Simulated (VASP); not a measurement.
Wanted: the native input for a VASP 6.6.1 run.

```
Task                   : single point
Functional             : PBE
Dispersion             : D3(BJ)
Potentials or basis    : VASP PAW PBE potentials, release 64 (Sb, In_d, Cl)
Cutoff                 : 520 eV
k mesh                 : 6 × 6 × 1
Occupations            : gaussian, width 0.1 eV
Spin                   : no spin polarisation
Dipole correction      : yes
Further INCAR settings : ALGO = Normal; EDIFF = 1e-06; NBANDS = 30
```

The structure of In2Sb2Cl lies in POSCAR:

```
In2Sb2Cl
1.0
    4.6293886023      0.0000000000      0.0000000000
   -2.3146943012      4.0091681336      0.0000000000
    0.0000000000      0.0000000000     22.0151773295
Sb In Cl
2 2 1
Direct
    0.0000000000      0.0000000000      0.1816928358
    0.3333333333      0.6666666667      0.3609342971
    0.3333333333      0.6666666667      0.2246164052
    0.6666666667      0.3333333333      0.3958713209
    0.6666666667      1.2222222222      0.5457679105
```

These files were run (other wordings do the same):

INCAR

```
  ALGO = Normal
  DIPOL = 0.5 0.5 0.342
  EDIFF = 1E-6
  ENCUT = 520
  GGA = PE
  IDIPOL = 3
  ISIF = 2
  ISMEAR = 0
  IVDW = 12
  LASPH = True
  LCHARG = False
  LDIPOL = True
  LREAL = False
  LWAVE = False
  NBANDS = 30
  NELM = 80
  PREC = Accurate
  SIGMA = 0.1
```

KPOINTS

```
k-points
0
Gamma
  6 6 1
```

Potentials or basis: VASP PAW PBE potentials, release 64 (Sb, In_d, Cl).

Command:

```bash
$ cat potpaw_PBE.64/Sb/POTCAR potpaw_PBE.64/In_d/POTCAR potpaw_PBE.64/Cl/POTCAR > POTCAR
$ mpirun -np 1 vasp_std > vasp.out
```

Results of the run:

The largest force is 1.473 eV/Å. The band gap on the k mesh is zero (an odd number of electrons rules out a gap without spin polarisation) and the dispersion energy per atom is -0.198 eV.

Caveat: spin-orbit coupling is left out, which moves the levels of the heavy elements; an odd number of electrons without spin polarisation forces a metal; a magnetic or distorted state may lie lower.

Wall time 13 min on 1 thread of Oxide Virtual Turin-like Processor (shared host), peak memory 0.59 GiB.
